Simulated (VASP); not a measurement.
Co: single point with revPBE

Co:

```
CELL_PARAMETERS angstrom
0.00000 2.56057 2.56057
2.56057 0.00000 2.56057
2.56057 2.56057 0.00000
ATOMIC_POSITIONS crystal
Co 0.12500 0.12500 0.12500
Co 0.87500 0.87500 0.87500
```

This isn't the form of Co at room conditions, which is hcp.

```json
{
 "Program": "VASP 6.6.1",
 "Task": "single point",
 "Functional": "revPBE",
 "Potentials or basis": "VASP PAW PBE potentials, release 64 (Co)",
 "Cutoff": "520 eV",
 "k mesh": "12 × 12 × 12",
 "Occupations": "fermi-dirac, width 0.05 eV",
 "Spin": "collinear spin, ferromagnetic start",
 "Starting moments": "[1.777, 1.777] μB",
 "Dipole correction": "no",
 "Further INCAR settings": "ALGO = Normal; EDIFF = 1e-06; NBANDS = 20"
}
```

```json
{
 "Pressure": "-0.5 GPa",
 "Net moment": "3.47 μB per cell",
 "Site moments": "Co +1.74 μB",
 "Valence electrons inside the program's atomic spheres": "Co 8.16"
}
```

Levels at points of the mesh, in eV from the Fermi level:
Spin up:
```
           k point  band 8  band 9  band 10  band 11  band 12  band 13  band 14  band 15
(0.00, 0.00, 0.00)   -1.63   -1.63    -0.75    -0.75    11.93    11.93    11.93    12.34
(0.50, 0.00, 0.00)   -1.40   -1.30    -0.79    -0.79     0.60     8.71     8.71    12.03
(0.50, 0.50, 0.00)   -2.00   -0.63    -0.63     1.14     1.14     4.56     4.56     9.41
```
Spin down:
| k point | band 5 | band 6 | band 7 | band 8 | band 9 | band 10 |
| --- | --- | --- | --- | --- | --- | --- |
| (0.00, 0.00, 0.00) | -1.61 | -1.61 | 0.03 | 0.03 | 0.03 | 1.40 |
| (0.50, 0.00, 0.00) | -1.54 | -1.54 | -1.12 | 0.56 | 0.56 | 1.11 |
| (0.50, 0.50, 0.00) | -1.38 | -1.38 | -0.06 | -0.06 | 1.25 | 1.25 |

Run time: 2.4 min on 1 thread of Intel Xeon 8259CL, with other jobs on the host, peak memory 0.21 GiB.

Caveat: the PAW data sets were made with another functional, which shifts forces and pressure a little.
